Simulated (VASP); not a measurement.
# ScTeAs3 (Fm-3m) in VASP: notebook, part 2 of 2

VASP 6.6.1. Earlier steps stand in the parts before.

## 3. Relaxation of cell and atoms, PBE

INCAR

```
PREC     = Accurate       # precision mode
ENCUT    = 600            # plane-wave cutoff, eV
EDIFF    = 1E-6           # SCF threshold, eV
ISMEAR   = 0              # smearing method
SIGMA    = 0.1            # smearing width, eV
LREAL    = False          # projectors in reciprocal space
LASPH    = True           # aspherical terms in the spheres
NELM     = 100            # most SCF steps
ALGO     = Fast           # electronic algorithm
ISIF     = 3              # what is computed and relaxed
LWAVE    = False          # write WAVECAR
LCHARG   = False          # write CHGCAR
GGA      = PE             # functional
IBRION   = 2              # ionic algorithm
NSW      = 90             # ionic steps
EDIFFG   = -0.04          # ionic threshold
```

KPOINTS

```
Automatic mesh
0
Gamma
  4 4 4
```

POSCAR

```
ScTeAs3
1.0
    0.0000000000      5.0293150400      5.0293150400
    5.0293150400      0.0000000000      5.0293150400
    5.0293150400      5.0293150400      0.0000000000
Sc Te As
2 2 6
Direct
    0.5000000000      0.5000000000      0.5000000000
    0.0000000000      0.0000000000      0.0000000000
    0.7500000000      0.7500000000      0.7500000000
    0.2500000000      0.2500000000      0.2500000000
    0.7667005700      0.2332994300      0.2332994300
    0.2332994300      0.2332994300      0.7667005700
    0.2332994300      0.7667005700      0.7667005700
    0.2332994300      0.7667005700      0.2332994300
    0.7667005700      0.2332994300      0.7667005700
    0.7667005700      0.7667005700      0.2332994300
```

Potentials or basis: VASP PAW PBE potentials, release 64 (Sc_sv, Te, As).

The run is started by

```sh
> cat potpaw_PBE.64/Sc_sv/POTCAR potpaw_PBE.64/Te/POTCAR potpaw_PBE.64/As/POTCAR > POTCAR
> mpirun -np 1 vasp_std > vasp.out
```

OUTCAR:

```text
PREC = Accurate
   ENCUT = 600
   EDIFF = 1E-6
   ISMEAR = 0
   LREAL = False
   LASPH = True
   NELM = 100
   ISIF = 3
   GGA = PE
   IBRION = 2
   NSW = 90
   EDIFFG = -0.04

 ion  position               nearest neighbor table
   1  0.500  0.500  0.500-   5 2.68   6 2.68   7 2.68   8 2.68   9 2.68  10 2.68
   2  0.000  0.000  0.000-   5 2.35   6 2.35   7 2.35   8 2.35   9 2.35  10 2.35
   3  0.750  0.750  0.750-
   4  0.250  0.250  0.250-
   5  0.767  0.233  0.233-   2 2.35   1 2.68
   6  0.233  0.233  0.767-   2 2.35   1 2.68
   7  0.233  0.767  0.767-   2 2.35   1 2.68
   8  0.233  0.767  0.233-   2 2.35   1 2.68
   9  0.767  0.233  0.767-   2 2.35   1 2.68
  10  0.767  0.767  0.233-   2 2.35   1 2.68

  LATTYP: Found a face centered cubic cell.
 ALAT       =    10.0586300800

  Lattice vectors:

 A1 = (   0.0000000000,   5.0293150400,   5.0293150400)
 A2 = (   5.0293150400,   0.0000000000,   5.0293150400)
 A3 = (   5.0293150400,   5.0293150400,   0.0000000000)

Analysis of symmetry for initial positions (statically):
=====================================================================
 Subroutine PRICEL returns:
 Original cell was already a primitive cell.

 Routine SETGRP: Setting up the symmetry group for a
 face centered cubic supercell.

 Subroutine GETGRP returns: Found 48 space group operations
 (whereof 48 operations were pure point group operations)
 out of a pool of 48 trial point group operations.

The static configuration has the point symmetry O_h .

Analysis of symmetry for dynamics (positions and initial velocities):
=====================================================================
 Subroutine PRICEL returns:
 Original cell was already a primitive cell.

 Routine SETGRP: Setting up the symmetry group for a
 face centered cubic supercell.

 Subroutine GETGRP returns: Found 48 space group operations
 (whereof 48 operations were pure point group operations)
 out of a pool of 48 trial point group operations.

The dynamic configuration has the point symmetry O_h .

 Subroutine INISYM returns: Found 48 space group operations
 (whereof 48 operations are pure point group operations),
 and found     1 'primitive' translations

----------------------------------------------------------------------------------------

                                     Primitive cell

  volume of cell :     254.4231

  direct lattice vectors                    reciprocal lattice vectors
     0.000000000  5.029315040  5.029315040    -0.099417117  0.099417117  0.099417117
     5.029315040  0.000000000  5.029315040     0.099417117 -0.099417117  0.099417117
     5.029315040  5.029315040  0.000000000     0.099417117  0.099417117 -0.099417117

  length of vectors
     7.112525539  7.112525539  7.112525539     0.172195497  0.172195497  0.172195497

  position of ions in fractional coordinates (direct lattice)
     0.500000000  0.500000000  0.500000000
     0.000000000  0.000000000  0.000000000
     0.750000000  0.750000000  0.750000000
     0.250000000  0.250000000  0.250000000
     0.766700570  0.233299430  0.233299430
     0.233299430  0.233299430  0.766700570
     0.233299430  0.766700570  0.766700570
     0.233299430  0.766700570  0.233299430
     0.766700570  0.233299430  0.766700570
     0.766700570  0.766700570  0.233299430

  ion indices of the primitive-cell ions
   primitive index   ion index
                 1           1
                 2           2
                 3           3
                 4           4
                 5           5
                 6           6
                 7           7
                 8           8
                 9           9
                10          10

----------------------------------------------------------------------------------------

 KPOINTS: Automatic mesh

Automatic generation of k-mesh.
 Grid dimensions read from file:
 generate k-points for:    4    4    4

 Generating k-lattice:

  Cartesian coordinates                     Fractional coordinates (reciprocal lattice)
    -0.024854279  0.024854279  0.024854279     0.250000000  0.000000000  0.000000000
     0.024854279 -0.024854279  0.024854279     0.000000000  0.250000000  0.000000000
     0.024854279  0.024854279 -0.024854279     0.000000000  0.000000000  0.250000000

  Length of vectors
     0.043048874  0.043048874  0.043048874

  Shift w.r.t. Gamma in fractional coordinates (k-lattice)
     0.000000000  0.000000000  0.000000000

 Subroutine IBZKPT returns following result:
 ===========================================

 Found      8 irreducible k-points:

 Following reciprocal coordinates:
            Coordinates               Weight
  0.000000  0.000000  0.000000      1.000000
  0.250000  0.000000  0.000000      8.000000
  0.500000  0.000000  0.000000      4.000000
  0.250000  0.250000  0.000000      6.000000
  0.500000  0.250000  0.000000     24.000000
 -0.250000  0.250000  0.000000     12.000000
  0.500000  0.500000  0.000000      3.000000
 -0.250000  0.500000  0.250000      6.000000
   k-points           NKPTS =      8   k-points in BZ     NKDIM =      8   number of bands    NBANDS=     38
   number of dos      NEDOS =    301   number of ions     NIONS =     10
   total plane-waves  NPLWV = 216000
   dimension x,y,z NGX =    60 NGY =   60 NGZ =   60
   dimension x,y,z NGXF=   120 NGYF=  120 NGZF=  120
   ions per type =               2   2   6
   NGX,Y,Z   is equivalent  to a cutoff of  14.02, 14.02, 14.02 a.u.
   NGXF,Y,Z  is equivalent  to a cutoff of  28.05, 28.05, 28.05 a.u.
 SYSTEM =  unknown system
   PREC   = accura    normal or accurate (medium, high low for compatibility)
   ISTART =      0    job   : 0-new  1-cont  2-samecut
   ICHARG =      2    charge: 1-file 2-atom 10-const
   ISPIN  =      1    spin polarized calculation?
   LNONCOLLINEAR =      F non collinear calculations
   LSORBIT =      F    spin-orbit coupling
   LASPH  =      T    aspherical Exc in radial PAW
   ENCUT  =  600.0 eV  44.10 Ry    6.64 a.u.  14.21 14.21 14.21*2*pi/ulx,y,z
   NELM   =    100;   NELMIN=  2; NELMDL= -5     # of ELM steps
   EDIFF  = 0.1E-05   stopping-criterion for ELM
   LREAL  =      F    real-space projection
   EDIFFG = -.4E-01   stopping-criterion for IOM
   NSW    =     90    number of steps for IOM
   IBRION =      2    ionic relax: 0-MD 1-quasi-New 2-CG
   NFREE  =      1    steps in history (QN), initial steepest desc. (CG)
   ISIF   =      3    stress and relaxation
   ISYM   =      2    0-nonsym 1-usesym 2-fastsym
   POTIM  = 0.5000    time-step for ionic-motion
   TEBEG  =    0.0;   TEEND  =   0.0 temperature during run
   PSTRESS=    0.0 pullay stress
   NELECT =      64.0000    total number of electrons
   NUPDOWN=      -1.0000    fix difference up-down
   EMIN   =  10.00;   EMAX   =-10.00  energy-range for DOS
   EFERMI =   0.00;   METHOD = LEGACY
   ISMEAR =     0;   SIGMA  =   0.10  broadening in eV -4-tet -1-fermi 0-gaus
   EFERMI_NEDOS =   21; number of points for ismear=-14 and -15
   IALGO  =     68    algorithm
   IMIX   =      4    mixing-type and parameters
     AMIX     =   0.40;   BMIX     =  1.00
     AMIX_MAG =   1.60;   BMIX_MAG =  1.00
  volume/ion in A,a.u.               =      25.44       171.69
  Fermi-wavevector in a.u.,A,eV,Ry     =   1.033434  1.952907 14.530823  1.067985
  Thomas-Fermi vector in A             =   2.167680
   LORBIT       =      0    0 simple, 1 ext, 2 COOP (PROOUT), +10 PAW based schemes
   GGA     = PE    functional components
   LHFCALC =     F    Hartree Fock is set to
   AEXX    =    0.0000 exact exchange contribution
   IVDW    =     0    specifies the selected vdW correction
   LEPSILON=     F    determine dielectric tensor
   LRPA    =     F    only Hartree local field effects (RPA)
 conjugate gradient relaxation of ions
 non-spin polarized calculation
 RMM-DIIS sequential band-by-band and
 Gauss-broadening in eV      SIGMA  =   0.10
  energy-cutoff  :      600.00
  volume of cell :      254.42
 maximum number of plane-waves:      8516
 NGX is ok and might be reduce to    60
   NGX = 29   NGY = 29   NGZ = 29

--------------------------------------- Ionic step        1  -------------------------------------------

 number of electron      64.0000000 magnetization

 Free energy of the ion-electron system (eV)
  ---------------------------------------------------
  ext. energy  EPLUGINS =         0.00000000
  ---------------------------------------------------
  free energy    TOTEN  =       -42.43206297 eV

  energy without entropy =      -42.36813359  energy(sigma->0) =      -42.40009828

 E-fermi :   4.1234     XC(G=0):  -9.5897

 val. band max:        4.1154788312   @ k =   0.2500   0.0000   0.0000
 cond. band min:       4.1646596589   @ k =  -0.2500   0.5000   0.2500
 fundamental gap:      0.0491808277
 Fermi energy:         4.1234257355

 k-point     1 :       0.0000    0.0000    0.0000
  band No.  band energies     occupation
      1     -45.0215      2.00000
      2     -43.0974      2.00000
      3     -23.6888      2.00000
      4     -23.6888      2.00000
      5     -23.6888      2.00000
      6     -22.0807      2.00000
[... 578 lines left out ...]
  energy  without entropy=      -43.6045118630  energy(sigma->0) =      -43.64815132

--------------------------------------- Ionic step        7  -------------------------------------------

 number of electron      64.0000001 magnetization

 Free energy of the ion-electron system (eV)
  ---------------------------------------------------
  ext. energy  EPLUGINS =         0.00000000
  ---------------------------------------------------
  free energy    TOTEN  =       -43.69463515 eV

  energy without entropy =      -43.60651039  energy(sigma->0) =      -43.65057277

 E-fermi :   3.6175     XC(G=0):  -9.3653

 val. band max:        3.5985993889   @ k =   0.5000   0.0000   0.0000
 cond. band min:       3.6383459463   @ k =  -0.2500   0.2500   0.0000
 fundamental gap:      0.0397465573
 Fermi energy:         3.6175185155

 k-point     1 :       0.0000    0.0000    0.0000
  band No.  band energies     occupation
      1     -44.7438      2.00000
      2     -44.7245      2.00000
      3     -23.4891      2.00000
      4     -23.4891      2.00000
      5     -23.4891      2.00000
      6     -23.4721      2.00000
[... 354 lines left out ...]
  FREE ENERGIE OF THE ION-ELECTRON SYSTEM (eV)
  ---------------------------------------------------
  free  energy   TOTEN  =       -43.6946351513 eV

  energy  without entropy=      -43.6065103941  energy(sigma->0) =      -43.65057277

 reached required accuracy - stopping structural energy minimisation
```

Run time: 38 min. Hardware: 1 thread of Oxide Virtual Turin-like, shared host; peak memory 0.54 GiB.

What came out:

```
Free energy                           : -43.6946 eV
Relaxed volume                        : 26.95 Å³/atom
Relaxed cell                          : a = 7.250 Å, b = 7.250 Å, c = 7.250 Å, α = 60.00°, β = 60.00°, γ = 60.00°
Space group after relaxing (to 0.1 Å) : Pm-3m (No. 221)
Energy gained by relaxing             : 126.3 meV/atom
Ionic steps                           : 7
Pressure after relaxing               : 0.0 GPa
Largest force after relaxing          : 0.016 eV/Å
Band gap on the k mesh                : zero (bands 32 and 33 overlap by 1.48 eV)
```

Forces on the atoms (eV/Å):
```
Sc   0.000  0.000  0.000
Sc   0.000  0.000  0.000
Te   0.000  0.000  0.000
Te   0.000  0.000  0.000
As   0.016  0.000  0.000
As   0.000  0.000  0.016
As  -0.016  0.000  0.000
As   0.000  0.016  0.000
As   0.000 -0.016  0.000
As   0.000  0.000 -0.016
```

Step by step:
| step | energy change (eV) | largest force (eV/Å) | pressure (GPa) | volume (Å³) |
| --- | --- | --- | --- | --- |
| 1 | 0.0000 | 2.2925 | 5.05 | 254.42 |
| 2 | -1.0448 | 0.5052 | -2.33 | 285.14 |
| 3 | -1.0493 | 0.5953 | -1.95 | 282.80 |
| 4 | -1.2358 | 0.2631 | -0.54 | 272.72 |
| 5 | -1.2598 | 0.0684 | 0.31 | 267.85 |
| 6 | -1.2597 | 0.0812 | 0.26 | 268.15 |
| 7 | -1.2626 | 0.0157 | 0.00 | 269.48 |

Final structure:
```
Sc Te As
1.0
     0.00000    5.12661    5.12661
     5.12661    0.00000    5.12661
     5.12661    5.12661    0.00000
Sc Te As
2 2 6
Direct
  0.50000 0.50000 0.50000
  0.00000 0.00000 0.00000
  0.75000 0.75000 0.75000
  0.25000 0.25000 0.25000
  0.75015 0.24985 0.24985
  0.24985 0.24985 0.75015
  0.24985 0.75015 0.75015
  0.24985 0.75015 0.24985
  0.75015 0.24985 0.75015
  0.75015 0.75015 0.24985
```

Caveat: spin-orbit coupling is left out, which moves the levels of the heavy elements.

The gap in the log of VASP goes by the Fermi energy; the results here count the filled bands.